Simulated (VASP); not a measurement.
A run of VASP 6.6.1 is set up as follows.

File INCAR:

```
SYSTEM = MnSb
PREC = Accurate
ENCUT = 520
EDIFF = 1E-6
ISMEAR = 0
SIGMA = 0.15
LREAL = .FALSE.
LASPH = .TRUE.
NELM = 150
ALGO = Normal
ISIF = 2
LWAVE = .FALSE.
LCHARG = .TRUE.
ISPIN = 2
MAGMOM = 4.16 0
LORBIT = 11
LMAXMIX = 4
GGA = PS
LELF = .TRUE.
LVHAR = .TRUE.
NBANDS = 20
```

The input KPOINTS:

```
Automatic mesh
0
G
  16 16 16
  0 0 0
```

File POSCAR:

```
MnSb
1.0
    0.0000000000      2.7950160000      2.7950160000
    2.7950160000      0.0000000000      2.7950160000
    2.7950160000      2.7950160000      0.0000000000
Mn Sb
1 1
Direct
    0.0000000000      0.0000000000      0.0000000000
    0.5000000000      0.5000000000      0.5000000000
```

Potentials or basis: VASP PAW PBE potentials, release 64 (Mn_pv, Sb).

The run is started by

```bash
$ cat potpaw_PBE.64/Mn_pv/POTCAR potpaw_PBE.64/Sb/POTCAR > POTCAR
$ mpirun -np 1 vasp_std > vasp.out
```

Predict the net moment.

3.83 μB per cell.

What does it give for the pressure?

-4.1 GPa.

Caveat: the PAW data sets were made with another functional, which shifts forces and pressure a little; a cell with one magnetic atom can't hold antiferromagnetic order, which such compounds often take.
